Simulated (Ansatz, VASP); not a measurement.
**TiO2 in VASP and in Ansatz**

Contents of INCAR:

```
PREC = Accurate
ENCUT = 520
EDIFF = 1E-6
ISMEAR = -1
SIGMA = 0.05
LREAL = F
LASPH = T
NELM = 60
ALGO = Normal
ISIF = 2
LWAVE = F
LCHARG = F
GGA = PE
NBANDS = 60
```

Contents of KPOINTS:

```
Automatic mesh
0
Gamma
  3 9 6
```

Contents of POSCAR:

```
TiO2
1.0
    9.3311600044      0.0000000000      0.0000000000
    0.0000000000      2.9185153688      0.0000000000
    0.0000000000      0.0000000000      4.8359459323
Ti O
4 8
Direct
    0.6369000000      0.2500000000      0.5646300000
    0.3631000000      0.7500000000      0.4353700000
    0.8631000000      0.7500000000      0.0646300000
    0.1369000000      0.2500000000      0.9353700000
    0.4724000000      0.2500000000      0.2916000000
    0.5276000000      0.7500000000      0.7084000000
    0.0276000000      0.7500000000      0.7916000000
    0.9724000000      0.2500000000      0.2084000000
    0.7663000000      0.2500000000      0.8635000000
    0.2337000000      0.7500000000      0.1365000000
    0.7337000000      0.7500000000      0.3635000000
    0.2663000000      0.2500000000      0.6365000000
```

The input input.yaml:

```yaml
crystal:
  lattice:
    - [9.3311600044, 0.0, 0.0]
    - [0.0, 2.9185153688, 0.0]
    - [0.0, 0.0, 4.8359459323]
  atoms:
    - { symbol: Ti, position: [0.6369, 0.25, 0.56463] }
    - { symbol: Ti, position: [0.3631, 0.75, 0.43537] }
    - { symbol: Ti, position: [0.8631, 0.75, 0.06463] }
    - { symbol: Ti, position: [0.1369, 0.25, 0.93537] }
    - { symbol: O, position: [0.4724, 0.25, 0.2916] }
    - { symbol: O, position: [0.5276, 0.75, 0.7084] }
    - { symbol: O, position: [0.0276, 0.75, 0.7916] }
    - { symbol: O, position: [0.9724, 0.25, 0.2084] }
    - { symbol: O, position: [0.7663, 0.25, 0.8635] }
    - { symbol: O, position: [0.2337, 0.75, 0.1365] }
    - { symbol: O, position: [0.7337, 0.75, 0.3635] }
    - { symbol: O, position: [0.2663, 0.25, 0.6365] }
hamiltonian:
  xc: pbe
  pseudopotentials: { kind: paw }
kpoints:
  mp_grid: { grid: [3, 9, 6] }
scf:
  occupations: { method: fermi_dirac, width: 0.05 }
output:
  forces: true
  stress: true
  eigenvalues: true
```

Alike in both runs: task single point; functional PBE; k mesh 3 × 9 × 6; occupations fermi-dirac, width 0.05 eV; no spin polarisation.

```csv
,VASP,Ansatz
version,VASP 6.6.1,Ansatz 0.2.0
potentials or method,"VASP PAW PBE potentials, release 64 (Ti_sv, O)",Ansatz PAW
plane-wave cutoff (eV),520,420
valence electrons in the cell,96,96
```

Ansatz gave:

| Quantity | Value |
| --- | --- |
| gap on the k mesh at the Fermi level (eV) | 2.59 |
| least direct gap on the mesh (eV) | 2.64 |
| pressure (GPa) | 10.9 |
| traceless stress, the component that is largest in VASP (GPa) | 2.07 |
| rms of the force components (eV/Å) | 0.112 |

Task: Estimate VASP's values.

Result: gap on the k mesh at the Fermi level (eV): 2.57; least direct gap on the mesh (eV): 2.62; pressure (GPa): 11.7; traceless stress, the component that is largest in VASP (GPa): 2.24; rms of the force components (eV/Å): 0.127.

Atom by atom the forces differ by 0.026 eV/Å (rms over components).

Noted on Ansatz's run: odd divisions of the mesh miss points on the zone boundary, where band edges often lie, so the gap on the mesh can be too wide.
